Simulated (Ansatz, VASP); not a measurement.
Two plane-wave programs on Si6Sb3Au

```
CELL_PARAMETERS angstrom
0.00000 5.12415 5.12415
5.12415 0.00000 5.12415
5.12415 5.12415 0.00000
ATOMIC_POSITIONS crystal
Si 0.50000 0.00000 0.00000
Si 0.00000 0.50000 0.50000
Si 0.00000 0.50000 0.00000
Si 0.50000 0.00000 0.50000
Si 0.00000 0.00000 0.50000
Si 0.50000 0.50000 0.00000
Sb 0.25000 0.25000 0.25000
Sb 0.75000 0.75000 0.75000
Sb 0.50000 0.50000 0.50000
Au 0.00000 0.00000 0.00000
```

Alike in both runs: task relaxation of cell and atoms; functional PBE; k mesh 6 × 6 × 6; occupations gaussian, width 0.1 eV; no spin polarisation.

```csv
,VASP,Ansatz
version,VASP 6.6.1,Ansatz 0.2.0
potentials or method,"VASP PAW PBE potentials, release 64 (Si, Sb, Au), cutoff 600 eV","scalar-relativistic, plane waves, PAW"
valence electrons in the cell,50,88
```

VASP gave:

| Item | Value |
| --- | --- |
| gap on the k mesh at the Fermi level, each at its own relaxed structure (eV) | none |
| relaxed volume (Å³/atom) | 26.99 |
| relaxed cell length with the largest relative difference (Å) | 7.254 |

Q: Estimate Ansatz's values.

A: gap on the k mesh at the Fermi level, each at its own relaxed structure (eV): none; relaxed volume (Å³/atom): 26.84; relaxed cell length with the largest relative difference (Å): 7.241.

A gap of «none» marks a metal or a gap that the smearing closes. VASP's potentials hold 50 valence electrons a cell and Ansatz's 88, so a difference there can come from the potentials and not from the codes.

Neither program's run includes spin-orbit coupling.
